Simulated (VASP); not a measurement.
**ZrO2: single point with PBE**

The system is ZrO2.

```
CELL_PARAMETERS angstrom
0.00000 2.54471 2.54471
2.54471 0.00000 2.54471
2.54471 2.54471 0.00000
ATOMIC_POSITIONS crystal
Zr 0.00000 0.00000 0.00000
O 0.25000 0.25000 0.25000
O 0.75000 0.75000 0.75000
```

```
Program             : VASP 6.6.1
Task                : single point
Functional          : PBE
Potentials or basis : VASP PAW PBE potentials, release 64 (Zr_sv, O)
Cutoff              : 600 eV
k mesh              : 4 × 4 × 4
Occupations         : gaussian, width 0.01 eV
Spin                : no spin polarisation
```

The pressure is 3.9 GPa and the band gap on the k mesh is 3.35 eV (least direct gap 3.80 eV).

Levels at points of the mesh, in eV from the valence-band top:
| k point | band 10 | band 11 | band 12 | band 13 | band 14 | band 15 |
| --- | --- | --- | --- | --- | --- | --- |
| (0.00, 0.00, 0.00) | -0.53 | -0.53 | -0.53 | 3.35 | 3.35 | 6.58 |
| (0.50, 0.00, 0.00) | -2.47 | -1.64 | -1.64 | 4.00 | 4.00 | 6.09 |
| (0.50, 0.50, 0.00) | -1.51 | -1.51 | 0.00 | 3.80 | 4.74 | 5.83 |

Wall time 15 s on 1 thread of AMD EPYC 9R14 (Zen 4) (shared host), peak memory 0.13 GiB.

Caveat: the k points lie up to 0.53 Å⁻¹ apart. A k mesh can miss the band edges.
